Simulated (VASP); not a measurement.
Wanted: the native input for a VASP 6.6.1 run.

| Item | Value |
| --- | --- |
| Task | single point |
| Functional | PBE |
| Potentials or basis | VASP PAW PBE potentials, release 64 (Bi_d, Te) |
| Cutoff | 520 eV |
| k mesh | 12 × 12 × 12 |
| Occupations | gaussian, width 0.15 eV |
| Spin | no spin polarisation |
| Dipole correction | no |
| Further INCAR settings | ALGO = Normal; EDIFF = 1e-07; NBANDS = 18 |

The structure of BiTe lies in POSCAR:

```
BiTe
1.0
    2.2198310163      1.2816200348      3.9513539146
   -2.2198310163      1.2816200348      3.9513539146
    0.0000000000     -2.5632400697      3.9513539146
Bi Te
1 1
Direct
    0.5000000000      0.5000000000      0.5000000000
    0.0000000000      0.0000000000      0.0000000000
```

This cell differs from its parent crystal: ratio of the length along z to the lengths across it x 1.3, volume and fractional coordinates fixed.

These files were run (other wordings do the same):

INCAR

```
SYSTEM = BiTe
PREC = Accurate
ENCUT = 520
EDIFF = 1E-7
ISMEAR = 0
SIGMA = 0.15
LREAL = .False.
LASPH = .True.
NELM = 80
ALGO = Normal
ISIF = 2
LWAVE = .False.
LCHARG = .False.
GGA = PE
NBANDS = 18
```

KPOINTS

```
Automatic mesh
0
Gamma
  12 12 12
  0 0 0
```

Potentials or basis: VASP PAW PBE potentials, release 64 (Bi_d, Te).

Launch:

```sh
$ cat potpaw_PBE.64/Bi_d/POTCAR potpaw_PBE.64/Te/POTCAR > POTCAR
$ mpirun -np 1 vasp_std > vasp.out
```

It gave:

The pressure is 0.7 GPa. The band gap on the k mesh is zero (an odd number of electrons rules out a gap without spin polarisation).

Caveat: spin-orbit coupling is left out, which moves the levels of the heavy elements.

Wall time 3.3 min on 1 thread of Intel Xeon 8259CL, with other jobs on the host, peak memory 0.37 GiB.
